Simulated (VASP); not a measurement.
Here is a VASP 6.6.1 calculation.

Contents of INCAR:

```
ALGO = Normal ; EDIFF = 1E-6
ENCUT = 520 ; GGA = PE
ISIF = 2 ; ISMEAR = -5
LASPH = True ; LCHARG = True
LELF = True ; LREAL = False
LVHAR = True ; LWAVE = False
NBANDS = 20 ; NELM = 80
PREC = Accurate ; SIGMA = 0.1
```

The input KPOINTS:

```
k-points
0
Gamma
  11 11 11
```

The input POSCAR:

```
RuS2
1.0
    0.0000000000      2.8666412919      2.8666412919
    2.8666412919      0.0000000000      2.8666412919
    2.8666412919      2.8666412919      0.0000000000
Ru S
1 2
Direct
    0.0000000000      0.0000000000      0.0000000000
    0.2500000000      0.2500000000      0.2500000000
    0.7500000000      0.7500000000      0.7500000000
```

Potentials or basis: VASP PAW PBE potentials, release 64 (Ru_pv, S).

Launch:

```console
$ cat potpaw_PBE.64/Ru_pv/POTCAR potpaw_PBE.64/S/POTCAR > POTCAR
$ mpirun -np 1 vasp_std > vasp.out
```

(1) What does it give for the pressure?

(2) What does it give for the band gap on the k mesh?

## Answers

(1) -0.2 GPa.

(2) zero (bands 13 and 14 overlap by 0.12 eV).

Caveat: tetrahedron occupations give inexact forces and stress in metals.
